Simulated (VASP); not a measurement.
# Zn8O7 (a cell with a defect) in VASP: single point with PBE

Aim: the single point of Zn8O7 (a cell with a defect) with PBE.

Everything below comes from runs of VASP 6.6.1. Logs are shortened: lines on timing, memory, paths and dates and some standing lists are left out, and cuts for length are marked.

## (1) The cell of the first run

The cell holds a defect, 15 atoms: a = 6.497 Å, b = 6.497 Å, c = 6.497 Å, α = 104.76°, β = 104.76°, γ = 119.37°.

## (2) Single point, PBE

Contents of INCAR:

```
PREC = Accurate
ENCUT = 520
EDIFF = 1E-7
ISMEAR = 0
SIGMA = 0.05
LREAL = Auto
LASPH = T
NELM = 60
ALGO = Normal
ISIF = 2
LWAVE = F
LCHARG = F
GGA = PE
NBANDS = 82
NELECT = 136.0
```

Contents of KPOINTS:

```
regular mesh
0
Gamma
  4 4 4
```

Contents of POSCAR:

```
Zn8O7
1.0
    5.6084659105      0.0000000000     -3.2791201819
   -5.6084659105      0.0000000000     -3.2791201819
    0.0000000000      5.6084659105      3.2791201819
Zn O
8 7
Direct
    0.4286770105      0.2499999861      0.1786770243
    0.9776094109      0.7500001109      0.2276093000
    0.0713229975      0.2500000218      0.8213229916
    0.5223908466      0.7500001466      0.7723907160
    0.0105392599      0.3280521108      0.3175128508
    0.4894605598      0.8069732324      0.3175126725
    0.0105392599      0.6930264251      0.6824871651
    0.4894605064      0.1719478339      0.6824871651
    0.2499999861      0.4297683963      0.1797684101
    0.7500001466      0.7500001466      1.0000000160
    0.2500000218      0.0702316117      0.8202316058
    0.1546226751      0.4844089356      0.6702137554
    0.6858048278      0.0155910723      0.6702137554
    0.8141953129      0.4844090524      0.3297862605
    0.3453773329      0.0155910723      0.3297862605
```

Potentials or basis: VASP PAW PBE potentials, release 64 (Zn, O).

On the command line:

```console
$ cat potpaw_PBE.64/Zn/POTCAR potpaw_PBE.64/O/POTCAR > POTCAR
$ mpirun -np 1 vasp_std > vasp.out
```

OUTCAR:

```text
PREC = Accurate
   ENCUT = 520
   EDIFF = 1E-7
   ISMEAR = 0
   LREAL = Auto
   LASPH = T
   NELM = 60
   ISIF = 2
   GGA = PE
   NELECT = 136.0

 ion  position               nearest neighbor table
   1  0.429  0.250  0.179-  15 1.95  14 1.95  11 2.01   9 2.01   3 2.83
   2  0.978  0.750  0.228-  10 1.81  15 1.92  14 1.92   8 3.04   6 3.04   5 3.04   7 3.04
   3  0.071  0.250  0.821-  12 1.95  13 1.95   9 2.01  11 2.01   1 2.83
   4  0.522  0.750  0.772-  10 1.81  13 1.92  12 1.92   6 3.04   8 3.04   5 3.04   7 3.04
   5  0.011  0.328  0.318-   9 1.91  14 1.99  12 1.99   7 2.89   2 3.04   4 3.04
   6  0.489  0.807  0.318-   9 1.91  15 1.99  13 1.99   8 2.89   4 3.04   2 3.04
   7  0.011  0.693  0.682-  11 1.91  14 1.99  12 1.99   5 2.89   2 3.04   4 3.04
   8  0.489  0.172  0.682-  11 1.91  15 1.99  13 1.99   6 2.89   2 3.04   4 3.04
   9  0.250  0.430  0.180-   6 1.91   5 1.91   3 2.01   1 2.01
  10  0.750  0.750  0.000-   2 1.81   4 1.81
  11  0.250  0.070  0.820-   8 1.91   7 1.91   1 2.01   3 2.01
  12  0.155  0.484  0.670-   4 1.92   3 1.95   5 1.99   7 1.99
  13  0.686  0.016  0.670-   4 1.92   3 1.95   8 1.99   6 1.99
  14  0.814  0.484  0.330-   2 1.92   1 1.95   5 1.99   7 1.99
  15  0.345  0.016  0.330-   2 1.92   1 1.95   8 1.99   6 1.99

  LATTYP: Found a body centered tetragonal cell.
 ALAT       =     7.9315685547
 C/A-ratio  =     0.8268528877

  Lattice vectors:

 A1 = (   5.6084659105,   0.0000000000,  -3.2791201819)
 A2 = (  -5.6084659105,   0.0000000000,  -3.2791201819)
 A3 = (   0.0000000000,   5.6084659105,   3.2791201819)

Analysis of symmetry for initial positions (statically):
=====================================================================
 Subroutine PRICEL returns:
 Original cell was already a primitive cell.

 Routine SETGRP: Setting up the symmetry group for a
 body centered tetragonal supercell.

 Subroutine GETGRP returns: Found  8 space group operations
 (whereof  4 operations were pure point group operations)
 out of a pool of 16 trial point group operations.

The static configuration has the point symmetry C_2v.
 The point group associated with its full space group is D_2h.

Analysis of symmetry for dynamics (positions and initial velocities):
=====================================================================
 Subroutine PRICEL returns:
 Original cell was already a primitive cell.

 Routine SETGRP: Setting up the symmetry group for a
 body centered tetragonal supercell.

 Subroutine GETGRP returns: Found  8 space group operations
 (whereof  4 operations were pure point group operations)
 out of a pool of 16 trial point group operations.

The dynamic configuration has the point symmetry C_2v.
 The point group associated with its full space group is D_2h.

 Subroutine INISYM returns: Found  8 space group operations
 (whereof  4 operations are pure point group operations),
 and found     1 'primitive' translations

----------------------------------------------------------------------------------------

                                     Primitive cell

  volume of cell :     206.2887

  direct lattice vectors                    reciprocal lattice vectors
     5.608465910  0.000000000 -3.279120182     0.089150939  0.089150939 -0.152479925
    -5.608465910  0.000000000 -3.279120182    -0.089150939  0.089150939 -0.152479925
     0.000000000  5.608465910  3.279120182     0.000000000  0.178301877  0.000000000

  length of vectors
     6.496731412  6.496731412  6.496731412     0.197853247  0.197853247  0.178301877

  position of ions in fractional coordinates (direct lattice)
     0.428677011  0.249999986  0.178677024
     0.977609411  0.750000111  0.227609300
     0.071322997  0.250000022  0.821322992
     0.522390847  0.750000147  0.772390716
     0.010539260  0.328052111  0.317512851
     0.489460560  0.806973232  0.317512673
     0.010539260  0.693026425  0.682487165
     0.489460506  0.171947834  0.682487165
     0.249999986  0.429768396  0.179768410
     0.750000147  0.750000147  0.000000016
     0.250000022  0.070231612  0.820231606
     0.154622675  0.484408936  0.670213755
[... 30 lines left out ...]
 Generating k-lattice:

  Cartesian coordinates                     Fractional coordinates (reciprocal lattice)
     0.022287735  0.022287735 -0.038119981     0.250000000 -0.000000000  0.000000000
    -0.022287735  0.022287735 -0.038119981    -0.000000000  0.250000000  0.000000000
     0.000000000  0.044575469  0.000000000     0.000000000  0.000000000  0.250000000

  Length of vectors
     0.049463312  0.049463312  0.044575469

  Shift w.r.t. Gamma in fractional coordinates (k-lattice)
     0.000000000  0.000000000  0.000000000

 Subroutine IBZKPT returns following result:
 ===========================================

 Found     18 irreducible k-points:

 Following reciprocal coordinates:
            Coordinates               Weight
  0.000000  0.000000  0.000000      1.000000
  0.250000  0.000000  0.000000      4.000000
  0.250000  0.000000 -0.250000      4.000000
  0.500000  0.000000  0.000000      2.000000
  0.500000  0.000000  0.500000      2.000000
  0.250000  0.250000  0.000000      8.000000
[... 10 lines left out ...]
 -0.250000 -0.250000  0.250000      2.000000
  0.500000  0.500000  0.500000      1.000000
   k-points           NKPTS =     18   k-points in BZ     NKDIM =     18   number of bands    NBANDS=     82
   number of dos      NEDOS =    301   number of ions     NIONS =     15
   total plane-waves  NPLWV = 110592
   dimension x,y,z NGX =    48 NGY =   48 NGZ =   48
   dimension x,y,z NGXF=    96 NGYF=   96 NGZF=   96
   ions per type =               8   7
   NGX,Y,Z   is equivalent  to a cutoff of  12.28, 12.28, 12.28 a.u.
   NGXF,Y,Z  is equivalent  to a cutoff of  24.57, 24.57, 24.57 a.u.
 SYSTEM =  unknown system
   PREC   = accura    normal or accurate (medium, high low for compatibility)
   ISTART =      0    job   : 0-new  1-cont  2-samecut
   ICHARG =      2    charge: 1-file 2-atom 10-const
   ISPIN  =      1    spin polarized calculation?
   LNONCOLLINEAR =      F non collinear calculations
   LSORBIT =      F    spin-orbit coupling
   LASPH  =      T    aspherical Exc in radial PAW
   ENCUT  =  520.0 eV  38.22 Ry    6.18 a.u.  12.08 12.08 12.08*2*pi/ulx,y,z
   NELM   =     60;   NELMIN=  2; NELMDL= -5     # of ELM steps
   EDIFF  = 0.1E-06   stopping-criterion for ELM
   LREAL  =      T    real-space projection
   EDIFFG = 0.1E-05   stopping-criterion for IOM
   NSW    =      0    number of steps for IOM
   IBRION =     -1    ionic relax: 0-MD 1-quasi-New 2-CG
   NFREE  =      0    steps in history (QN), initial steepest desc. (CG)
   ISIF   =      2    stress and relaxation
   ISYM   =      2    0-nonsym 1-usesym 2-fastsym
   POTIM  = 0.5000    time-step for ionic-motion
   TEBEG  =    0.0;   TEEND  =   0.0 temperature during run
   PSTRESS=    0.0 pullay stress
   NELECT =     136.0000    total number of electrons
   NUPDOWN=      -1.0000    fix difference up-down
   EMIN   =  10.00;   EMAX   =-10.00  energy-range for DOS
   EFERMI =   0.00;   METHOD = LEGACY
   ISMEAR =     0;   SIGMA  =   0.05  broadening in eV -4-tet -1-fermi 0-gaus
   EFERMI_NEDOS =   21; number of points for ismear=-14 and -15
   IALGO  =     38    algorithm
   IMIX   =      4    mixing-type and parameters
     AMIX     =   0.40;   BMIX     =  1.00
     AMIX_MAG =   1.60;   BMIX_MAG =  1.00
  volume/ion in A,a.u.               =      13.75        92.81
  Fermi-wavevector in a.u.,A,eV,Ry     =   1.424829  2.692536 27.621686  2.030137
  Thomas-Fermi vector in A             =   2.545278
   LORBIT       =      0    0 simple, 1 ext, 2 COOP (PROOUT), +10 PAW based schemes
   GGA     = PE    functional components
   LHFCALC =     F    Hartree Fock is set to
   AEXX    =    0.0000 exact exchange contribution
   IVDW    =     0    specifies the selected vdW correction
   LEPSILON=     F    determine dielectric tensor
   LRPA    =     F    only Hartree local field effects (RPA)
 non-spin polarized calculation
 Gauss-broadening in eV      SIGMA  =   0.05
  energy-cutoff  :      520.00
  volume of cell :      206.29
 maximum number of plane-waves:      5572
   NGX = 25   NGY = 25   NGZ = 25

 number of electron     136.0000003 magnetization

 Free energy of the ion-electron system (eV)
  ---------------------------------------------------
  ext. energy  EPLUGINS =         0.00000000
  ---------------------------------------------------
  free energy    TOTEN  =       -63.18340671 eV

  energy without entropy =      -63.18171559  energy(sigma->0) =      -63.18256115

 E-fermi :   0.4768     XC(G=0):  -9.9910

 val. band max:        0.4574174668   @ k =   0.0000   0.0000   0.0000
 cond. band min:       1.3102254737   @ k =  -0.2500   0.2500   0.0000
 fundamental gap:      0.8528080069
 Fermi energy:         0.4767997081

 k-point     1 :       0.0000    0.0000    0.0000
  band No.  band energies     occupation
      1     -17.6479      2.00000
      2     -17.1785      2.00000
      3     -17.0840      2.00000
      4     -17.0413      2.00000
      5     -17.0126      2.00000
      6     -16.8257      2.00000
[... 1483 lines left out ...]
     79       8.5969      0.00000
     80       8.6132      0.00000
 [bands above 80 left out]

------------------------ aborting loop because EDIFF is reached ----------------------------------------

  FORCE on cell =-STRESS in cart. coord.  units (eV):
  Direction    XX          YY          ZZ          XY          YZ          ZX
  --------------------------------------------------------------------------------------
  -------------------------------------------------------------------------------------
  Total       -5.7721735     -5.7721735     -8.0482583      7.9411577      0.0000000      0.0000000
  in kB      -44.8305907    -44.8305907    -62.5081992     61.6763843      0.0000000      0.0000000
  external PRESSURE =     -50.7231268 kB  Pullay stress =       0.0000000 kB

 VOLUME and BASIS-vectors are now :
 -----------------------------------------------------------------------------
  energy-cutoff  :      520.00
  volume of cell :      206.29
      direct lattice vectors                 reciprocal lattice vectors
     5.608465910  0.000000000 -3.279120182     0.089150939  0.089150939 -0.152479925
    -5.608465910  0.000000000 -3.279120182    -0.089150939  0.089150939 -0.152479925
     0.000000000  5.608465910  3.279120182     0.000000000  0.178301877  0.000000000

 POSITION                                       TOTAL-FORCE (eV/Angst)
 -----------------------------------------------------------------------------------
      1.00210      1.00210     -1.63956        -0.000819     -0.000819      0.000000
      1.27654      1.27654     -4.91868         0.087635      0.087635      0.000000
     -1.00210      4.60636      1.63956         0.000819      0.000819      0.000000
     -1.27654      4.33193     -1.63956        -0.087635     -0.087635      0.000000
     -1.78076      1.78076     -0.06912         0.046450     -0.046450      0.079448
     -1.78076      1.78076     -3.21000         0.046450     -0.046450     -0.079448
     -3.82771      3.82771     -0.06912        -0.046450      0.046450      0.079448
      1.78076      3.82771      0.06912        -0.046450      0.046450     -0.079448
     -1.00823      1.00822     -1.63956         0.010923     -0.010923     -0.000000
      0.00000      0.00000     -4.91868        -0.000000     -0.000000      0.000000
      1.00822      4.60024      1.63956        -0.010923      0.010923      0.000000
     -1.84959      3.75887      0.10225         0.016715      0.016715      0.006276
      3.75887      3.75887     -0.10225         0.016715      0.016715     -0.006276
      1.84959      1.84959     -3.17687        -0.016715     -0.016715      0.006276
      1.84960      1.84959     -0.10225        -0.016715     -0.016715     -0.006276
 -----------------------------------------------------------------------------------
    total drift:                               -0.000125     -0.000053      0.002496

  FREE ENERGIE OF THE ION-ELECTRON SYSTEM (eV)
  ---------------------------------------------------
  free  energy   TOTEN  =       -63.1834067094 eV

  energy  without entropy=      -63.1817155885  energy(sigma->0) =      -63.18256115
```

Run time: 25 min. Hardware: 1 thread of Intel Xeon 8259CL, shared host; peak memory 0.43 GiB.

Results:

- Free energy: -63.1834 eV
- Largest force: 0.124 eV/Å

Forces on the atoms (eV/Å):
```
Zn  -0.001 -0.001  0.000
Zn   0.088  0.088  0.000
Zn   0.001  0.001  0.000
Zn  -0.088 -0.088  0.000
Zn   0.046 -0.046  0.079
Zn   0.046 -0.046 -0.079
Zn  -0.046  0.046  0.079
Zn  -0.046  0.046 -0.079
O    0.011 -0.011  0.000
O    0.000  0.000  0.000
O   -0.011  0.011  0.000
O    0.017  0.017  0.006
O    0.017  0.017 -0.006
O   -0.017 -0.017  0.006
O   -0.017 -0.017 -0.006
```

Levels at points of the mesh, in eV from the Fermi level:
```tsv
k point	band 65	band 66	band 67	band 68	band 69	band 70	band 71	band 72
(0.00, 0.00, 0.00)	-0.85	-0.76	-0.15	-0.02	-0.02	3.05	4.16	5.06
(0.50, 0.00, 0.00)	-0.92	-0.89	-0.78	-0.29	2.14	2.58	3.60	4.14
(0.50, 0.00, 0.50)	-0.85	-0.72	-0.53	-0.28	2.39	2.61	3.47	4.23
(0.50, 0.50, 0.00)	-0.85	-0.82	-0.78	-0.07	2.02	2.08	3.68	4.42
(0.50, 0.50, 0.50)	-1.00	-0.92	-0.28	-0.23	2.23	3.17	3.57	3.66
```

Caveat: the cell carries a net charge on a neutralising background, which shifts energy and pressure; the cell is charged against a uniform background, so pressure and absolute levels hang on convention.
